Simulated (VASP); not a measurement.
# PtC (rocksalt type) (Fm-3m) in VASP: electric field gradients with PBE

Aim: the electric field gradients of PtC (rocksalt type) with PBE.

Everything below comes from runs of VASP 6.6.1. Logs are shortened: lines on timing, memory, paths and dates and some standing lists are left out, and cuts for length are marked.

## 1. The cell of the first run

It takes space group Fm-3m (No. 225, cubic). Conventional cell: a = 4.436 Å, b = 4.436 Å, c = 4.436 Å, α = 90.00°, β = 90.00°, γ = 90.00°. Within 2.9 Å of Pt (site symmetry m-3m) lie 6 C at 2.22 Å. Within 2.9 Å of C (site symmetry m-3m) lie 6 Pt at 2.22 Å.

## 2. Electric field gradients, PBE (volume scaled by 0.98)

Input file INCAR:

```
PREC = Accurate
ENCUT = 520
EDIFF = 1E-8
ISMEAR = -1
SIGMA = 0.03
LREAL = F
LASPH = T
NELM = 100
ALGO = Normal
ISIF = 2
LWAVE = F
LCHARG = F
GGA = PE
LEFG = T
NBANDS = 14
```

Input file KPOINTS:

```
regular mesh
0
Gamma
  13 13 13
```

Input file POSCAR:

```
PtC
1.0
    0.0000000000      2.2179116495      2.2179116495
    2.2179116495      0.0000000000      2.2179116495
    2.2179116495      2.2179116495      0.0000000000
Pt C
1 1
Direct
    0.0000000000      0.0000000000      0.0000000000
    0.5000000000      0.5000000000      0.5000000000
```

Potentials or basis: VASP PAW PBE potentials, release 64 (Pt, C).

Run with:

```console
$ cat potpaw_PBE.64/Pt/POTCAR potpaw_PBE.64/C/POTCAR > POTCAR
$ mpirun -np 1 vasp_std > vasp.out
```

OUTCAR:

```text
PREC = Accurate
   ENCUT = 520
   EDIFF = 1E-8
   ISMEAR = -1
   LREAL = F
   LASPH = T
   NELM = 100
   ISIF = 2
   GGA = PE

 ion  position               nearest neighbor table
   1  0.000  0.000  0.000-   2 2.22   2 2.22   2 2.22   2 2.22   2 2.22   2 2.22
   2  0.500  0.500  0.500-   1 2.22   1 2.22   1 2.22   1 2.22   1 2.22   1 2.22

  LATTYP: Found a face centered cubic cell.
 ALAT       =     4.4358232990

  Lattice vectors:

 A1 = (   0.0000000000,   2.2179116495,   2.2179116495)
 A2 = (   2.2179116495,   0.0000000000,   2.2179116495)
 A3 = (   2.2179116495,   2.2179116495,   0.0000000000)

Analysis of symmetry for initial positions (statically):
=====================================================================
 Subroutine PRICEL returns:
 Original cell was already a primitive cell.

 Routine SETGRP: Setting up the symmetry group for a
 face centered cubic supercell.

 Subroutine GETGRP returns: Found 48 space group operations
 (whereof 48 operations were pure point group operations)
 out of a pool of 48 trial point group operations.

The static configuration has the point symmetry O_h .

Analysis of symmetry for dynamics (positions and initial velocities):
=====================================================================
 Subroutine PRICEL returns:
 Original cell was already a primitive cell.

 Routine SETGRP: Setting up the symmetry group for a
 face centered cubic supercell.

 Subroutine GETGRP returns: Found 48 space group operations
 (whereof 48 operations were pure point group operations)
 out of a pool of 48 trial point group operations.

The dynamic configuration has the point symmetry O_h .

 Subroutine INISYM returns: Found 48 space group operations
 (whereof 48 operations are pure point group operations),
 and found     1 'primitive' translations

----------------------------------------------------------------------------------------

                                     Primitive cell

  volume of cell :      21.8204

  direct lattice vectors                    reciprocal lattice vectors
     0.000000000  2.217911649  2.217911649    -0.225437294  0.225437294  0.225437294
     2.217911649  0.000000000  2.217911649     0.225437294 -0.225437294  0.225437294
     2.217911649  2.217911649  0.000000000     0.225437294  0.225437294 -0.225437294

  length of vectors
     3.136600735  3.136600735  3.136600735     0.390468847  0.390468847  0.390468847

  position of ions in fractional coordinates (direct lattice)
     0.000000000  0.000000000  0.000000000
     0.500000000  0.500000000  0.500000000

  ion indices of the primitive-cell ions
   primitive index   ion index
                 1           1
                 2           2

----------------------------------------------------------------------------------------

 KPOINTS: regular mesh

Automatic generation of k-mesh.
 Grid dimensions read from file:
 generate k-points for:   13   13   13

 Generating k-lattice:

  Cartesian coordinates                     Fractional coordinates (reciprocal lattice)
    -0.017341330  0.017341330  0.017341330     0.076923077  0.000000000  0.000000000
     0.017341330 -0.017341330  0.017341330     0.000000000  0.076923077  0.000000000
     0.017341330  0.017341330 -0.017341330     0.000000000  0.000000000  0.076923077

  Length of vectors
     0.030036065  0.030036065  0.030036065

  Shift w.r.t. Gamma in fractional coordinates (k-lattice)
     0.000000000  0.000000000  0.000000000

 Subroutine IBZKPT returns following result:
 ===========================================

 Found     84 irreducible k-points:

 Following reciprocal coordinates:
            Coordinates               Weight
  0.000000  0.000000  0.000000      1.000000
  0.076923  0.000000  0.000000      8.000000
  0.153846  0.000000  0.000000      8.000000
  0.230769  0.000000  0.000000      8.000000
  0.307692  0.000000  0.000000      8.000000
  0.384615  0.000000  0.000000      8.000000
[... 16 lines left out ...]
  0.384615  0.153846  0.000000     24.000000
  0.461538  0.153846  0.000000     24.000000
 [... further k-points ...]
   k-points           NKPTS =     84   k-points in BZ     NKDIM =     84   number of bands    NBANDS=     14
   number of dos      NEDOS =    301   number of ions     NIONS =      2
   total plane-waves  NPLWV =  13824
   dimension x,y,z NGX =    24 NGY =   24 NGZ =   24
   dimension x,y,z NGXF=    48 NGYF=   48 NGZF=   48
   ions per type =               1   1
   NGX,Y,Z   is equivalent  to a cutoff of  12.72, 12.72, 12.72 a.u.
   NGXF,Y,Z  is equivalent  to a cutoff of  25.44, 25.44, 25.44 a.u.
 SYSTEM =  unknown system
   PREC   = accura    normal or accurate (medium, high low for compatibility)
   ISTART =      0    job   : 0-new  1-cont  2-samecut
   ICHARG =      2    charge: 1-file 2-atom 10-const
   ISPIN  =      1    spin polarized calculation?
   LNONCOLLINEAR =      F non collinear calculations
   LSORBIT =      F    spin-orbit coupling
   LASPH  =      T    aspherical Exc in radial PAW
   ENCUT  =  520.0 eV  38.22 Ry    6.18 a.u.   5.83  5.83  5.83*2*pi/ulx,y,z
   NELM   =    100;   NELMIN=  2; NELMDL= -5     # of ELM steps
   EDIFF  = 0.1E-07   stopping-criterion for ELM
   LREAL  =      F    real-space projection
   EDIFFG = 0.1E-06   stopping-criterion for IOM
   NSW    =      0    number of steps for IOM
   IBRION =     -1    ionic relax: 0-MD 1-quasi-New 2-CG
   NFREE  =      0    steps in history (QN), initial steepest desc. (CG)
   ISIF   =      2    stress and relaxation
   ISYM   =      2    0-nonsym 1-usesym 2-fastsym
   POTIM  = 0.5000    time-step for ionic-motion
   TEBEG  =    0.0;   TEEND  =   0.0 temperature during run
   PSTRESS=    0.0 pullay stress
   NELECT =      14.0000    total number of electrons
   NUPDOWN=      -1.0000    fix difference up-down
   EMIN   =  10.00;   EMAX   =-10.00  energy-range for DOS
   EFERMI =   0.00;   METHOD = LEGACY
   ISMEAR =    -1;   SIGMA  =   0.03  broadening in eV -4-tet -1-fermi 0-gaus
   EFERMI_NEDOS =   21; number of points for ismear=-14 and -15
   IALGO  =     38    algorithm
   IMIX   =      4    mixing-type and parameters
     AMIX     =   0.40;   BMIX     =  1.00
     AMIX_MAG =   1.60;   BMIX_MAG =  1.00
  volume/ion in A,a.u.               =      10.91        73.63
  Fermi-wavevector in a.u.,A,eV,Ry     =   1.411985  2.668264 27.125939  1.993700
  Thomas-Fermi vector in A             =   2.533780
   LORBIT       =      0    0 simple, 1 ext, 2 COOP (PROOUT), +10 PAW based schemes
   GGA     = PE    functional components
   LHFCALC =     F    Hartree Fock is set to
   AEXX    =    0.0000 exact exchange contribution
   IVDW    =     0    specifies the selected vdW correction
   LEPSILON=     F    determine dielectric tensor
   LRPA    =     F    only Hartree local field effects (RPA)
 non-spin polarized calculation
  energy-cutoff  :      520.00
  volume of cell :       21.82
 maximum number of plane-waves:       609
   NGX = 11   NGY = 11   NGZ = 11

 number of electron      13.9999999 magnetization

 Free energy of the ion-electron system (eV)
  ---------------------------------------------------
  ext. energy  EPLUGINS =         0.00000000
  ---------------------------------------------------
  free energy    TOTEN  =       -12.40004888 eV

  energy without entropy =      -12.39748519  energy(sigma->0) =      -12.39876703

 E-fermi :  10.7292     XC(G=0): -13.2265

 val. band max:       10.7115099054   @ k =  -0.0769   0.0769   0.0000
 cond. band min:      10.7408479996   @ k =  -0.1538   0.1538   0.0000
 fundamental gap:      0.0293380942
 Fermi energy:        10.7291679463

 k-point     1 :       0.0000    0.0000    0.0000
  band No.  band energies     occupation
      1      -4.2456      2.00000
      2       6.3523      2.00000
      3       6.3523      2.00000
      4       6.3523      2.00000
      5       7.0679      2.00000
      6       7.0679      2.00000
      7      10.4576      1.99977
      8      10.4576      1.99977
      9      10.4576      1.99977
     10      16.8852      0.00000
     11      22.9274      0.00000
     12      31.0184      0.00000
     13      31.0184      0.00000
     14      31.0184      0.00000
[... 377 lines left out ...]
      1      -1.0516      2.00000
      2       2.5953      2.00000
      3       4.3179      2.00000
      4       4.5819      2.00000
      5       7.8402      2.00000
      6       8.4724      2.00000
      7       9.7849      2.00000
      8      14.1726      0.00000
      9      15.0221      0.00000
     10      18.9131      0.00000
     11      20.6152      0.00000
     12      23.7213      0.00000
     13      24.1704      0.00000
     14      31.4700      0.00000

 [... further k-points ...]

------------------------ aborting loop because EDIFF is reached ----------------------------------------

  FORCE on cell =-STRESS in cart. coord.  units (eV):
  Direction    XX          YY          ZZ          XY          YZ          ZX
  --------------------------------------------------------------------------------------
  -------------------------------------------------------------------------------------
  Total        0.7412416      0.7412416      0.7412416      0.0000000      0.0000000      0.0000000
  in kB       54.4261546     54.4261546     54.4261546      0.0000000      0.0000000      0.0000000
  external PRESSURE =      54.4261546 kB  Pullay stress =       0.0000000 kB

 VOLUME and BASIS-vectors are now :
 -----------------------------------------------------------------------------
  energy-cutoff  :      520.00
  volume of cell :       21.82
      direct lattice vectors                 reciprocal lattice vectors
     0.000000000  2.217911649  2.217911649    -0.225437294  0.225437294  0.225437294
     2.217911649  0.000000000  2.217911649     0.225437294 -0.225437294  0.225437294
     2.217911649  2.217911649  0.000000000     0.225437294  0.225437294 -0.225437294

 POSITION                                       TOTAL-FORCE (eV/Angst)
 -----------------------------------------------------------------------------------
      0.00000      0.00000      0.00000         0.000000     -0.000000      0.000000
      2.21791      2.21791      2.21791         0.000000      0.000000     -0.000000
 -----------------------------------------------------------------------------------
    total drift:                                0.000000     -0.000000     -0.000000

  FREE ENERGIE OF THE ION-ELECTRON SYSTEM (eV)
  ---------------------------------------------------
  free  energy   TOTEN  =       -12.4000488758 eV

  energy  without entropy=      -12.3974851854  energy(sigma->0) =      -12.39876703

 Electric field gradients (V/A^2)
---------------------------------------------------------------------
 ion       V_xx      V_yy      V_zz      V_xy      V_xz      V_yz
---------------------------------------------------------------------
   1      -0.000    -0.000     0.000     0.000     0.000     0.000
   2       0.000     0.000    -0.000     0.000     0.000     0.000
---------------------------------------------------------------------

 Electric field gradients after diagonalization (V/A^2)
 (convention: |V_zz| > |V_xx| > |V_yy|)
----------------------------------------------------------------------
 ion       V_xx      V_yy      V_zz     asymmetry (V_yy - V_xx)/ V_zz
----------------------------------------------------------------------
   1      -0.000    -0.000     0.001       0.000
   2      -0.000    -0.000     0.001       0.000
----------------------------------------------------------------------

           NMR quadrupolar parameters

 Cq : quadrupolar parameter    Cq=e*Q*V_zz/h
 eta: asymmetry parameters     (V_yy - V_xx)/ V_zz
 Q  : nuclear electric quadrupole moment in mb (millibarn)
----------------------------------------------------------------------
 ion       Cq(MHz)       eta       Q (mb)
----------------------------------------------------------------------
   1       0.000       0.000       1.000
   2       0.000       0.000       1.000
----------------------------------------------------------------------
```

It took 18 s on 1 thread of Intel Xeon Platinum 8488C (Sapphire Rapids), shared host; peak memory 0.15 GiB.

Results:

```yaml
Free_energy: -12.4000 eV
Pressure: 5.4 GPa
Band_gap_on_the_k_mesh: zero (band 7 reaches 11.04 eV, above the bottom of band 8 at 9.32 eV)
```

Caveat: without QUAD_EFG the Cq values of the log hold for a quadrupole moment of 1 mb, not for the nuclei; spin-orbit coupling is left out, which moves the levels of the heavy elements.
